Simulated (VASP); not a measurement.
# W (C2/m) in VASP: single point with LDA

Aim: the single point of W with LDA.

All numbers are computed with VASP 6.6.1; they aren't measurements. Logs are shortened: lines on timing, memory, paths and dates and some standing lists are left out, and cuts for length are marked.

### 1 The cell of the first run

Symmetry: C2/m, No. 12, monoclinic system. Conventional cell: a = 3.973 Å, b = 3.973 Å, c = 3.973 Å, α = 90.00°, β = 90.00°, γ = 90.00°. W (site symmetry m) has 12 W at 2.54 to 3.08 Å within 3.4 Å.

### 2 Single point, LDA (atoms displaced along a vibrational mode)

INCAR reads:

```
SYSTEM = W
PREC = Accurate
ENCUT = 520
EDIFF = 1E-6
ISMEAR = 0
SIGMA = 0.15
LREAL = .FALSE.
LASPH = .TRUE.
NELM = 100
ALGO = Fast
ISIF = 2
LWAVE = .FALSE.
LCHARG = .TRUE.
GGA = CA
LELF = .TRUE.
LVHAR = .TRUE.
NBANDS = 21
```

KPOINTS reads:

```
Automatic mesh
0
G
  16 16 12
  0 0 0
```

POSCAR reads:

```
W
1.0
    0.0000000000     -1.9862702900     -1.9862702900
    0.0000000000      1.9862702900     -1.9862702900
    3.9725405800      0.0000000000      0.0000000000
W
2
Direct
    0.5305094429      0.4694905571      0.4828824908
   -0.0305094429      0.0305094429      0.0171175092
```

Potentials or basis: VASP PAW LDA potentials, release 64 (W_sv).

Run with:

```bash
$ cat potpaw_LDA.64/W_sv/POTCAR > POTCAR
$ mpirun -np 1 vasp_std > vasp.out
```

OUTCAR:

```text
SYSTEM = W
   PREC = Accurate
   ENCUT = 520
   EDIFF = 1E-6
   ISMEAR = 0
   LREAL = .FALSE.
   LASPH = .TRUE.
   NELM = 100
   ISIF = 2
   GGA = CA

 ion  position               nearest neighbor table
   1  0.531  0.469  0.483-   2 2.54   2 2.73   2 2.73   2 2.75   2 2.90   2 2.92   2 2.92   2 3.08

   2  0.969  0.031  0.017-   1 2.54   1 2.73   1 2.73   1 2.75   1 2.90   1 2.92   1 2.92   1 3.08

  LATTYP: Found a simple tetragonal cell.
 ALAT       =     2.8090103827
 C/A-ratio  =     1.4142135624

  Lattice vectors:

 A1 = (   0.0000000000,  -1.9862702900,  -1.9862702900)
 A2 = (   0.0000000000,   1.9862702900,  -1.9862702900)
 A3 = (   3.9725405800,   0.0000000000,   0.0000000000)

Analysis of symmetry for initial positions (statically):
=====================================================================
 Subroutine PRICEL returns:
 Original cell was already a primitive cell.

 Routine SETGRP: Setting up the symmetry group for a
 simple tetragonal supercell.

 Subroutine GETGRP returns: Found  4 space group operations
 (whereof  2 operations were pure point group operations)
 out of a pool of 16 trial point group operations.

The static configuration has the point symmetry C_1h.
 The point group associated with its full space group is C_2h.

Analysis of symmetry for dynamics (positions and initial velocities):
=====================================================================
 Subroutine PRICEL returns:
 Original cell was already a primitive cell.

 Routine SETGRP: Setting up the symmetry group for a
 simple tetragonal supercell.

 Subroutine GETGRP returns: Found  4 space group operations
 (whereof  2 operations were pure point group operations)
 out of a pool of 16 trial point group operations.

The dynamic configuration has the point symmetry C_1h.
 The point group associated with its full space group is C_2h.

 Subroutine INISYM returns: Found  4 space group operations
 (whereof  2 operations are pure point group operations),
 and found     1 'primitive' translations

----------------------------------------------------------------------------------------

                                     Primitive cell

  volume of cell :      31.3455

[... 82 lines left out ...]
   ISPIN  =      1    spin polarized calculation?
   LNONCOLLINEAR =      F non collinear calculations
   LSORBIT =      F    spin-orbit coupling
   LASPH  =      T    aspherical Exc in radial PAW
   ENCUT  =  520.0 eV  38.22 Ry    6.18 a.u.   5.22  5.22  7.39*2*pi/ulx,y,z
   NELM   =    100;   NELMIN=  2; NELMDL= -5     # of ELM steps
   EDIFF  = 0.1E-05   stopping-criterion for ELM
   LREAL  =      F    real-space projection
   EDIFFG = 0.1E-04   stopping-criterion for IOM
   NSW    =      0    number of steps for IOM
   IBRION =     -1    ionic relax: 0-MD 1-quasi-New 2-CG
   NFREE  =      0    steps in history (QN), initial steepest desc. (CG)
   ISIF   =      2    stress and relaxation
   ISYM   =      2    0-nonsym 1-usesym 2-fastsym
   POTIM  = 0.5000    time-step for ionic-motion
   TEBEG  =    0.0;   TEEND  =   0.0 temperature during run
   PSTRESS=    0.0 pullay stress
   NELECT =      28.0000    total number of electrons
   NUPDOWN=      -1.0000    fix difference up-down
   EMIN   =  10.00;   EMAX   =-10.00  energy-range for DOS
   EFERMI =   0.00;   METHOD = LEGACY
   ISMEAR =     0;   SIGMA  =   0.15  broadening in eV -4-tet -1-fermi 0-gaus
   EFERMI_NEDOS =   21; number of points for ismear=-14 and -15
   IALGO  =     68    algorithm
   IMIX   =      4    mixing-type and parameters
     AMIX     =   0.40;   BMIX     =  1.00
     AMIX_MAG =   1.60;   BMIX_MAG =  1.00
  volume/ion in A,a.u.               =      15.67       105.76
  Fermi-wavevector in a.u.,A,eV,Ry     =   1.576652  2.979440 33.821789  2.485831
  Thomas-Fermi vector in A             =   2.677453
   LORBIT       =      0    0 simple, 1 ext, 2 COOP (PROOUT), +10 PAW based schemes
   GGA     = CA    functional components
   LHFCALC =     F    Hartree Fock is set to
   AEXX    =    0.0000 exact exchange contribution
   IVDW    =     0    specifies the selected vdW correction
   LEPSILON=     F    determine dielectric tensor
   LRPA    =     F    only Hartree local field effects (RPA)
 non-spin polarized calculation
 RMM-DIIS sequential band-by-band and
 Gauss-broadening in eV      SIGMA  =   0.15
  energy-cutoff  :      520.00
  volume of cell :       31.35
 maximum number of plane-waves:       888
 NGX is ok and might be reduce to    24
   NGX = 11   NGY = 11   NGZ = 15

 number of electron      27.9999993 magnetization

 Free energy of the ion-electron system (eV)
  ---------------------------------------------------
  ext. energy  EPLUGINS =         0.00000000
  ---------------------------------------------------
  free energy    TOTEN  =       -26.99977305 eV

  energy without entropy =      -26.97805632  energy(sigma->0) =      -26.98891469

 E-fermi :  11.0550     XC(G=0): -13.8546

 val. band max:       11.0529380690   @ k =   0.0625   0.0625   0.2500
 cond. band min:      11.0577257619   @ k =  -0.1250   0.3125   0.2500
 fundamental gap:      0.0047876929
 Fermi energy:        11.0549748439

 k-point     1 :       0.0000    0.0000    0.0000
  band No.  band energies     occupation
      1     -62.1097      2.00000
      2     -61.8894      2.00000
      3     -27.2684      2.00000
      4     -26.4451      2.00000
      5     -26.4146      2.00000
      6     -25.9414      2.00000
[... 565 lines left out ...]
     20      18.7117      0.00000
     21      22.9397      0.00000

 [... further k-points ...]

------------------------ aborting loop because EDIFF is reached ----------------------------------------

  FORCE on cell =-STRESS in cart. coord.  units (eV):
  Direction    XX          YY          ZZ          XY          YZ          ZX
  --------------------------------------------------------------------------------------
  -------------------------------------------------------------------------------------
  Total        1.0492308      1.2860868      2.4354237     -0.8880848      0.0000000      0.0000000
  in kB       53.6298514     65.7363879    124.4830071    -45.3931132      0.0000000      0.0000000
  external PRESSURE =      81.2830821 kB  Pullay stress =       0.0000000 kB

 VOLUME and BASIS-vectors are now :
 -----------------------------------------------------------------------------
  energy-cutoff  :      520.00
  volume of cell :       31.35
      direct lattice vectors                 reciprocal lattice vectors
     0.000000000 -1.986270290 -1.986270290     0.000000000 -0.251728077 -0.251728077
     0.000000000  1.986270290 -1.986270290     0.000000000  0.251728077 -0.251728077
     3.972540580  0.000000000  0.000000000     0.251728077  0.000000000  0.000000000

 POSITION                                       TOTAL-FORCE (eV/Angst)
 -----------------------------------------------------------------------------------
      1.91827     -0.12120     -1.98627         1.750086      0.804733      0.000000
      0.06800     -1.86507     -1.98627        -1.750086     -0.804733      0.000000
 -----------------------------------------------------------------------------------
    total drift:                               -0.000000     -0.000000      0.000000

  FREE ENERGIE OF THE ION-ELECTRON SYSTEM (eV)
  ---------------------------------------------------
  free  energy   TOTEN  =       -26.9997730523 eV

  energy  without entropy=      -26.9780563213  energy(sigma->0) =      -26.98891469
```

OSZICAR:

```text
N       E                     dE             d eps       ncg     rms          rms(c)
DAV:   1     0.269916708555E+03    0.26992E+03   -0.15789E+04 34740   0.155E+03
DAV:   2    -0.191490555886E+02   -0.28907E+03   -0.28156E+03 37420   0.461E+02
DAV:   3    -0.281168469614E+02   -0.89678E+01   -0.87892E+01 39540   0.801E+01
DAV:   4    -0.282023029437E+02   -0.85456E-01   -0.85347E-01 37567   0.824E+00
DAV:   5    -0.282031455898E+02   -0.84265E-03   -0.84264E-03 39714   0.849E-01    0.303E+01
RMM:   6    -0.272535121004E+02    0.94963E+00   -0.10219E+00 36180   0.761E+00    0.129E+01
RMM:   7    -0.270062015099E+02    0.24731E+00   -0.77870E-01 38605   0.635E+00    0.721E-01
RMM:   8    -0.269996006268E+02    0.66009E-02   -0.34221E-02 43903   0.153E+00    0.303E-01
RMM:   9    -0.269997059733E+02   -0.10535E-03   -0.64632E-03 43652   0.708E-01    0.903E-02
RMM:  10    -0.269997564921E+02   -0.50519E-04   -0.77197E-04 46858   0.274E-01    0.172E-02
RMM:  11    -0.269997712200E+02   -0.14728E-04   -0.17957E-04 45824   0.124E-01    0.106E-02
RMM:  12    -0.269997725102E+02   -0.12901E-05   -0.24724E-05 43104   0.440E-02    0.517E-03
RMM:  13    -0.269997730523E+02   -0.54216E-06   -0.72641E-06 37049   0.231E-02
   1 F= -.26999773E+02 E0= -.26988915E+02  d E =-.217167E-01
```

stdout:

```text
POSCAR found type information on POSCAR W
 POSCAR found :  1 types and       2 ions
 scaLAPACK will be used
 LDA part: xc-table for (Slater(with rela. corr.)+CA(PZ))
 , standard interpolation
 POSCAR, INCAR and KPOINTS ok, starting setup
 FFT: planning ... GRIDC
 FFT: planning ... GRID_SOFT
 FFT: planning ... GRID
 WAVECAR not read
 entering main loop
WARNING in EDDRMM: call to ZHEGV failed, returncode =   6  3     20
WARNING in EDDRMM: call to ZHEGV failed, returncode =   8  4     20
WARNING in EDDRMM: call to ZHEGV failed, returncode =   8  4     17
WARNING in EDDRMM: call to ZHEGV failed, returncode =   8  4     19
WARNING in EDDRMM: call to ZHEGV failed, returncode =   6  3     20
WARNING in EDDRMM: call to ZHEGV failed, returncode =   8  4     17
WARNING in EDDRMM: call to ZHEGV failed, returncode =   6  3     18
```

Wall time 2.5 min (1 thread of Intel Xeon 6975P-C (Granite Rapids), shared host); peak memory 0.49 GiB.

What came out:

| Item | Value |
| --- | --- |
| Free energy | -26.9998 eV |
| Pressure | 8.1 GPa |
| Largest force | 1.926 eV/Å |
| Band gap on the k mesh | zero (bands 14 and 15 overlap by 3.98 eV) |

Forces on the atoms (eV/Å):
```
W    1.750  0.805  0.000
W   -1.750 -0.805  0.000
```

Stress tensor (GPa, compression positive):
```
 5.36 -4.54  0.00
-4.54  6.57  0.00
 0.00  0.00 12.45
```

Levels at points of the mesh, in eV from the Fermi level:
```csv
k point,band 10,band 11,band 12,band 13,band 14,band 15,band 16,band 17,band 18,band 19
"(0.00, 0.00, 0.00)",-5.85,-4.87,-1.01,-0.75,-0.38,2.01,2.72,4.02,5.01,5.36
"(0.50, 0.00, 0.00)",-4.03,-2.92,-2.28,-2.15,-1.17,0.62,0.84,2.06,3.48,6.33
"(0.50, 0.50, 0.00)",-5.78,-4.86,-4.69,2.75,3.44,5.01,5.48,5.94,5.94,6.19
"(0.00, 0.00, 0.50)",-5.99,-3.88,-2.92,-1.20,0.24,1.62,1.67,2.11,2.29,3.58
"(0.50, 0.00, 0.50)",-5.81,-1.25,-1.24,-0.84,-0.65,0.93,0.99,4.83,4.91,5.28
"(0.50, 0.50, 0.50)",-4.20,-2.47,-2.35,-1.77,-1.67,1.55,1.66,6.03,6.13,9.30
```

Caveat: the cell differs from its parent crystal (atoms displaced along a vibrational mode); the cell stands under pressure; spin-orbit coupling is left out, which moves the levels of the heavy elements; forces of over 1 eV/Å act on the atoms, so gaps and moduli don't describe the material at rest.
